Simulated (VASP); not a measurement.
# Pd (Fm-3m) in VASP: notebook

The runs below take Pd through single point, with PBEsol.

All numbers are computed with VASP 6.6.1; they aren't measurements. Logs are shortened: lines on timing, memory, paths and dates and some standing lists are left out, and cuts for length are marked.

## (1) The cell of the first run

The structure is cubic, space group Fm-3m (No. 225). The conventional cell has a = 3.695 Å, b = 3.695 Å, c = 3.695 Å, α = 90.00°, β = 90.00°, γ = 90.00°. Within 3.4 Å of Pd (site symmetry m-3m) lie 12 Pd at 2.61 Å.

## (2) Single point, PBEsol (strain -0.050 along x and y, -0.050 along z)

The input, INCAR:

```
SYSTEM = Pd
PREC = Accurate
ENCUT = 520
EDIFF = 1E-6
ISMEAR = 0
SIGMA = 0.15
LREAL = .FALSE.
LASPH = .TRUE.
NELM = 100
ALGO = Normal
ISIF = 2
LWAVE = .FALSE.
LCHARG = .FALSE.
GGA = PS
NBANDS = 11
```

The input, KPOINTS:

```
regular mesh
0
G
  20 20 20
  0 0 0
```

The input, POSCAR:

```
Pd
1.0
    0.0000000000      1.8476550000      1.8476550000
    1.8476550000      0.0000000000      1.8476550000
    1.8476550000      1.8476550000      0.0000000000
Pd
1
Direct
    0.0000000000      0.0000000000      0.0000000000
```

Potentials or basis: VASP PAW PBE potentials, release 64 (Pd).

On the command line:

```
> cat potpaw_PBE.64/Pd/POTCAR > POTCAR
> mpirun -np 1 vasp_std > vasp.out
```

OUTCAR:

```text
SYSTEM = Pd
   PREC = Accurate
   ENCUT = 520
   EDIFF = 1E-6
   ISMEAR = 0
   LREAL = .FALSE.
   LASPH = .TRUE.
   NELM = 100
   ISIF = 2
   GGA = PS

 ion  position               nearest neighbor table
   1  0.000  0.000  0.000-

  LATTYP: Found a face centered cubic cell.
 ALAT       =     3.6953100000

  Lattice vectors:

 A1 = (   0.0000000000,   1.8476550000,   1.8476550000)
 A2 = (   1.8476550000,   0.0000000000,   1.8476550000)
 A3 = (   1.8476550000,   1.8476550000,   0.0000000000)

Analysis of symmetry for initial positions (statically):
=====================================================================
 Subroutine PRICEL returns:
 Original cell was already a primitive cell.

 Routine SETGRP: Setting up the symmetry group for a
 face centered cubic supercell.

 Subroutine GETGRP returns: Found 48 space group operations
 (whereof 48 operations were pure point group operations)
 out of a pool of 48 trial point group operations.

The static configuration has the point symmetry O_h .

Analysis of symmetry for dynamics (positions and initial velocities):
=====================================================================
 Subroutine PRICEL returns:
 Original cell was already a primitive cell.

 Routine SETGRP: Setting up the symmetry group for a
 face centered cubic supercell.

 Subroutine GETGRP returns: Found 48 space group operations
 (whereof 48 operations were pure point group operations)
 out of a pool of 48 trial point group operations.

The dynamic configuration has the point symmetry O_h .

 Subroutine INISYM returns: Found 48 space group operations
 (whereof 48 operations are pure point group operations),
 and found     1 'primitive' translations

----------------------------------------------------------------------------------------

                                     Primitive cell

  volume of cell :      12.6152

  direct lattice vectors                    reciprocal lattice vectors
     0.000000000  1.847655000  1.847655000    -0.270613291  0.270613291  0.270613291
     1.847655000  0.000000000  1.847655000     0.270613291 -0.270613291  0.270613291
     1.847655000  1.847655000  0.000000000     0.270613291  0.270613291 -0.270613291

  length of vectors
     2.612978760  2.612978760  2.612978760     0.468715969  0.468715969  0.468715969

  position of ions in fractional coordinates (direct lattice)
     0.000000000  0.000000000  0.000000000

  ion indices of the primitive-cell ions
   primitive index   ion index
                 1           1

----------------------------------------------------------------------------------------

 KPOINTS: regular mesh

Automatic generation of k-mesh.
 Grid dimensions read from file:
 generate k-points for:   20   20   20

 Generating k-lattice:

  Cartesian coordinates                     Fractional coordinates (reciprocal lattice)
    -0.013530665  0.013530665  0.013530665     0.050000000  0.000000000  0.000000000
     0.013530665 -0.013530665  0.013530665     0.000000000  0.050000000  0.000000000
     0.013530665  0.013530665 -0.013530665     0.000000000  0.000000000  0.050000000

  Length of vectors
     0.023435798  0.023435798  0.023435798

  Shift w.r.t. Gamma in fractional coordinates (k-lattice)
     0.000000000  0.000000000  0.000000000

 Subroutine IBZKPT returns following result:
 ===========================================

 Found    256 irreducible k-points:

 Following reciprocal coordinates:
            Coordinates               Weight
  0.000000  0.000000  0.000000      1.000000
  0.050000  0.000000  0.000000      8.000000
  0.100000  0.000000  0.000000      8.000000
  0.150000  0.000000  0.000000      8.000000
  0.200000  0.000000  0.000000      8.000000
  0.250000  0.000000  0.000000      8.000000
[... 16 lines left out ...]
 -0.400000  0.050000  0.000000     24.000000
 -0.350000  0.050000  0.000000     24.000000
 [... further k-points ...]
   k-points           NKPTS =    256   k-points in BZ     NKDIM =    256   number of bands    NBANDS=     11
   number of dos      NEDOS =    301   number of ions     NIONS =      1
   total plane-waves  NPLWV =   8000
   dimension x,y,z NGX =    20 NGY =   20 NGZ =   20
   dimension x,y,z NGXF=    40 NGYF=   40 NGZF=   40
   ions per type =               1
   NGX,Y,Z   is equivalent  to a cutoff of  12.72, 12.72, 12.72 a.u.
   NGXF,Y,Z  is equivalent  to a cutoff of  25.45, 25.45, 25.45 a.u.
 SYSTEM =  Pd
   PREC   = accura    normal or accurate (medium, high low for compatibility)
   ISTART =      0    job   : 0-new  1-cont  2-samecut
   ICHARG =      2    charge: 1-file 2-atom 10-const
   ISPIN  =      1    spin polarized calculation?
   LNONCOLLINEAR =      F non collinear calculations
   LSORBIT =      F    spin-orbit coupling
   LASPH  =      T    aspherical Exc in radial PAW
   ENCUT  =  520.0 eV  38.22 Ry    6.18 a.u.   4.86  4.86  4.86*2*pi/ulx,y,z
   NELM   =    100;   NELMIN=  2; NELMDL= -5     # of ELM steps
   EDIFF  = 0.1E-05   stopping-criterion for ELM
   LREAL  =      F    real-space projection
   EDIFFG = 0.1E-04   stopping-criterion for IOM
   NSW    =      0    number of steps for IOM
   IBRION =     -1    ionic relax: 0-MD 1-quasi-New 2-CG
   NFREE  =      0    steps in history (QN), initial steepest desc. (CG)
   ISIF   =      2    stress and relaxation
   ISYM   =      2    0-nonsym 1-usesym 2-fastsym
   POTIM  = 0.5000    time-step for ionic-motion
   TEBEG  =    0.0;   TEEND  =   0.0 temperature during run
   PSTRESS=    0.0 pullay stress
   NELECT =      10.0000    total number of electrons
   NUPDOWN=      -1.0000    fix difference up-down
   EMIN   =  10.00;   EMAX   =-10.00  energy-range for DOS
   EFERMI =   0.00;   METHOD = LEGACY
   ISMEAR =     0;   SIGMA  =   0.15  broadening in eV -4-tet -1-fermi 0-gaus
   EFERMI_NEDOS =   21; number of points for ismear=-14 and -15
   IALGO  =     38    algorithm
   IMIX   =      4    mixing-type and parameters
     AMIX     =   0.40;   BMIX     =  1.00
     AMIX_MAG =   1.60;   BMIX_MAG =  1.00
  volume/ion in A,a.u.               =      12.62        85.13
  Fermi-wavevector in a.u.,A,eV,Ry     =   1.515109  2.863141 31.232936  2.295556
  Thomas-Fermi vector in A             =   2.624677
   LORBIT       =      0    0 simple, 1 ext, 2 COOP (PROOUT), +10 PAW based schemes
   GGA     = PS    functional components
   LHFCALC =     F    Hartree Fock is set to
   AEXX    =    0.0000 exact exchange contribution
   IVDW    =     0    specifies the selected vdW correction
   LEPSILON=     F    determine dielectric tensor
   LRPA    =     F    only Hartree local field effects (RPA)
 non-spin polarized calculation
 Gauss-broadening in eV      SIGMA  =   0.15
  energy-cutoff  :      520.00
  volume of cell :       12.62
 maximum number of plane-waves:       350
   NGX =  9   NGY =  9   NGZ =  9

 number of electron      10.0000002 magnetization

 Free energy of the ion-electron system (eV)
  ---------------------------------------------------
  ext. energy  EPLUGINS =         0.00000000
  ---------------------------------------------------
  free energy    TOTEN  =        -5.75427826 eV

  energy without entropy =       -5.73308804  energy(sigma->0) =       -5.74368315

 E-fermi :  12.5203     XC(G=0): -14.3753

 val. band max:       12.5198134692   @ k =   0.5000   0.0500   0.0000
 cond. band min:      12.5229416431   @ k =   0.5000   0.2500   0.0500
 fundamental gap:      0.0031281739
 Fermi energy:        12.5202902140

 k-point     1 :       0.0000    0.0000    0.0000
  band No.  band energies     occupation
      1       3.9849      2.00000
      2       8.8490      2.00000
      3       8.8490      2.00000
      4       8.8490      2.00000
      5      10.9531      2.00000
      6      10.9531      2.00000
      7      29.5749      0.00000
      8      35.2682      0.00000
      9      35.2682      0.00000
     10      35.2682      0.00000
     11      37.9609      0.00000

 k-point     2 :       0.0500    0.0000    0.0000
  band No.  band energies     occupation
      1       4.0903      2.00000
      2       8.8045      2.00000
      3       8.8895      2.00000
      4       8.8895      2.00000
      5      10.9309      2.00000
      6      10.9309      2.00000
      7      29.7202      0.00000
      8      34.6288      0.00000
      9      35.4158      0.00000
     10      35.4158      0.00000
     11      37.9752      0.00000

 k-point     3 :       0.1000    0.0000    0.0000
  band No.  band energies     occupation
      1       4.3954      2.00000
      2       8.6895      2.00000
      3       8.9986      2.00000
      4       8.9986      2.00000
      5      10.8794      2.00000
      6      10.8794      2.00000
      7      30.1131      0.00000
      8      33.2552      0.00000
      9      35.8458      0.00000
     10      35.8458      0.00000
     11      37.9875      0.00000

 k-point     4 :       0.1500    0.0000    0.0000
  band No.  band energies     occupation
      1       4.8607      2.00000
      2       8.5625      2.00000
      3       9.1349      2.00000
      4       9.1349      2.00000
      5      10.8465      2.00000
      6      10.8465      2.00000
      7      30.5830      0.00000
      8      31.7198      0.00000
      9      36.5185      0.00000
     10      36.5185      0.00000
     11      37.9875      0.00000
[... 239 lines left out ...]
 k-point    22 :      -0.4500    0.0500    0.0000
  band No.  band energies     occupation
      1       5.8986      2.00000
      2       8.7302      2.00000
      3       8.8495      2.00000
      4      11.7393      2.00000
      5      12.4049      1.72323
      6      13.7663      0.00000
      7      21.3995      0.00000
      8      29.1550      0.00000
      9      34.5497      0.00000
     10      35.1493      0.00000
     11      37.9950      0.00000

 k-point    23 :      -0.4000    0.0500    0.0000
  band No.  band energies     occupation
      1       5.9573      2.00000
      2       8.8038      2.00000
      3       8.9028      2.00000
      4      11.3279      2.00000
      5      12.1348      1.99972
      6      13.1890      0.00000
      7      22.5271      0.00000
      8      29.4158      0.00000
      9      34.7808      0.00000
     10      35.9236      0.00000
     11      37.9937      0.00000

 k-point    24 :      -0.3500    0.0500    0.0000
  band No.  band energies     occupation
      1       6.0417      2.00000
      2       8.9185      2.00000
      3       9.0030      2.00000
      4      10.5306      2.00000
      5      11.7567      2.00000
      6      12.5744      0.60972
      7      24.1470      0.00000
      8      29.8797      0.00000
      9      35.3515      0.00000
     10      37.0869      0.00000
     11      37.9917      0.00000

 [... further k-points ...]

------------------------ aborting loop because EDIFF is reached ----------------------------------------

  FORCE on cell =-STRESS in cart. coord.  units (eV):
  Direction    XX          YY          ZZ          XY          YZ          ZX
  --------------------------------------------------------------------------------------
  -------------------------------------------------------------------------------------
  Total        3.3295932      3.3295932      3.3295932     -0.0000000      0.0000000      0.0000000
  in kB      422.8721831    422.8721831    422.8721831     -0.0000000      0.0000000      0.0000000
  external PRESSURE =     422.8721831 kB  Pullay stress =       0.0000000 kB

 VOLUME and BASIS-vectors are now :
 -----------------------------------------------------------------------------
  energy-cutoff  :      520.00
  volume of cell :       12.62
      direct lattice vectors                 reciprocal lattice vectors
     0.000000000  1.847655000  1.847655000    -0.270613291  0.270613291  0.270613291
     1.847655000  0.000000000  1.847655000     0.270613291 -0.270613291  0.270613291
     1.847655000  1.847655000  0.000000000     0.270613291  0.270613291 -0.270613291

 POSITION                                       TOTAL-FORCE (eV/Angst)
 -----------------------------------------------------------------------------------
      0.00000      0.00000      0.00000         0.000000      0.000000      0.000000
 -----------------------------------------------------------------------------------
    total drift:                                0.000000      0.000000      0.000000

  FREE ENERGIE OF THE ION-ELECTRON SYSTEM (eV)
  ---------------------------------------------------
  free  energy   TOTEN  =        -5.7542782570 eV

  energy  without entropy=       -5.7330880390  energy(sigma->0) =       -5.74368315
```

Run time: 26 s. Hardware: 1 thread of Intel Xeon 8259CL, shared host; peak memory 0.15 GiB.

Results:

| Quantity | Value |
| --- | --- |
| Free energy | -5.7543 eV |
| Pressure | 42.3 GPa |
| Band gap on the k mesh | zero (bands 5 and 6 overlap by 2.08 eV) |

Caveat: the cell differs from its parent crystal (strain -0.050 along x and y, -0.050 along z); the cell stands under pressure; the PAW data sets were made with another functional, which shifts forces and pressure a little.

## (3) Single point, PBEsol (strain +0.025 along x and y, +0.025 along z)

The input, INCAR:

```
SYSTEM = Pd
  PREC = Accurate
  ENCUT = 520
  EDIFF = 1E-6
  ISMEAR = 0
  SIGMA = 0.15
  LREAL = .False.
  LASPH = .True.
  NELM = 80
  ALGO = Fast
  ISIF = 2
  LWAVE = .False.
  LCHARG = .False.
  GGA = PS
  NBANDS = 11
```

The input, KPOINTS:

```
Automatic mesh
0
Gamma
  20 20 20
  0 0 0
```

The input, POSCAR:

```
Pd
1.0
    0.0000000000      1.9935225000      1.9935225000
    1.9935225000      0.0000000000      1.9935225000
    1.9935225000      1.9935225000      0.0000000000
Pd
1
Direct
    0.0000000000      0.0000000000      0.0000000000
```

Potentials or basis: VASP PAW PBE potentials, release 64 (Pd).

On the command line:

```
> cat potpaw_PBE.64/Pd/POTCAR > POTCAR
> mpirun -np 1 vasp_std > vasp.out
```

It took 44 s on 1 thread of Intel Xeon 8259CL, shared host; peak memory 0.18 GiB.

It converged, with:

```
Free energy            : -5.9110 eV
Pressure               : -13.8 GPa
Band gap on the k mesh : zero (bands 5 and 6 overlap by 1.40 eV)
```

Levels at points of the mesh, in eV from the Fermi level:
| k point | band 2 | band 3 | band 4 | band 5 | band 6 | band 7 | band 8 | band 9 |
| --- | --- | --- | --- | --- | --- | --- | --- | --- |
| (0.00, 0.00, 0.00) | -2.54 | -2.54 | -2.54 | -1.09 | -1.09 | 17.07 | 21.44 | 21.44 |
| (0.50, 0.00, 0.00) | -2.58 | -2.58 | -0.03 | -0.03 | 1.08 | 6.72 | 16.41 | 20.30 |
| (0.50, 0.50, 0.00) | -4.58 | -0.05 | 0.25 | 0.25 | 3.27 | 9.99 | 12.73 | 12.73 |

Caveat: the cell differs from its parent crystal (strain +0.025 along x and y, +0.025 along z); the cell stands under tension; the PAW data sets were made with another functional, which shifts forces and pressure a little.

## (4) Single point, PBEsol (strain +0.050 along x and y, +0.050 along z)

The input, INCAR:

```
SYSTEM = Pd
PREC     = Accurate       ! precision mode
ENCUT    = 520            ! plane-wave cutoff, eV
EDIFF    = 1E-7           ! SCF threshold, eV
ISMEAR   = 0              ! smearing method
SIGMA    = 0.15           ! smearing width, eV
LREAL    = .False.        ! projectors in reciprocal space
LASPH    = .True.         ! aspherical terms in the spheres
NELM     = 100            ! most SCF steps
ALGO     = Normal         ! electronic algorithm
ISIF     = 2              ! what is computed and relaxed
LWAVE    = .False.        ! write WAVECAR
LCHARG   = .False.        ! write CHGCAR
GGA      = PS             ! functional
NBANDS   = 11             ! bands
```

The input, KPOINTS:

```
regular mesh
0
Gamma
  20 20 20
  0 0 0
```

The input, POSCAR:

```
Pd
1.0
    0.0000000000      2.0421450000      2.0421450000
    2.0421450000      0.0000000000      2.0421450000
    2.0421450000      2.0421450000      0.0000000000
Pd
1
Direct
    0.0000000000      0.0000000000      0.0000000000
```

On the command line:

```
> cat potpaw_PBE.64/Pd/POTCAR > POTCAR
> mpirun -np 1 vasp_std > vasp.out
```

Run time: 44 s. Hardware: 1 thread of Intel Xeon 8259CL, shared host; peak memory 0.18 GiB.

The run converged. Its results:

```
Free energy            : -5.7800 eV
Pressure               : -20.9 GPa
Band gap on the k mesh : zero (bands 5 and 6 overlap by 1.24 eV)
```

Levels at points of the mesh, in eV from the Fermi level:
| k point | band 2 | band 3 | band 4 | band 5 | band 6 | band 7 | band 8 | band 9 |
| --- | --- | --- | --- | --- | --- | --- | --- | --- |
| (0.00, 0.00, 0.00) | -2.27 | -2.27 | -2.27 | -0.98 | -0.98 | 16.96 | 20.92 | 20.92 |
| (0.50, 0.00, 0.00) | -2.29 | -2.29 | -0.03 | -0.03 | 1.24 | 6.21 | 16.28 | 19.57 |
| (0.50, 0.50, 0.00) | -4.08 | -0.05 | 0.21 | 0.21 | 3.28 | 9.31 | 12.33 | 12.33 |

Caveat: the cell differs from its parent crystal (strain +0.050 along x and y, +0.050 along z); the cell stands under tension; the PAW data sets were made with another functional, which shifts forces and pressure a little.

## (5) Overview

| cell | gap on the mesh (eV) | pressure (GPa) |
| --- | --- | --- |
| a = 2.613 Å, angles 60.0°, 1 atom | none | 42.3 |
| a = 2.819 Å, angles 60.0°, 1 atom | none | -13.8 |
| a = 2.888 Å, angles 60.0°, 1 atom | none | -20.9 |

Alike in all rows: task single point; level PBEsol; potentials or basis VASP PAW PBE potentials, release 64 (Pd); no spin polarisation; k mesh 20 × 20 × 20; cutoff (eV) 520; smearing gaussian 0.15 eV.

Caveats: the PAW data sets were made with another functional, which shifts forces and pressure a little; the cell stands under tension (at least some runs); the cell stands under pressure (at least some runs).

Absolute energies hang on the potentials; compare differences alone.
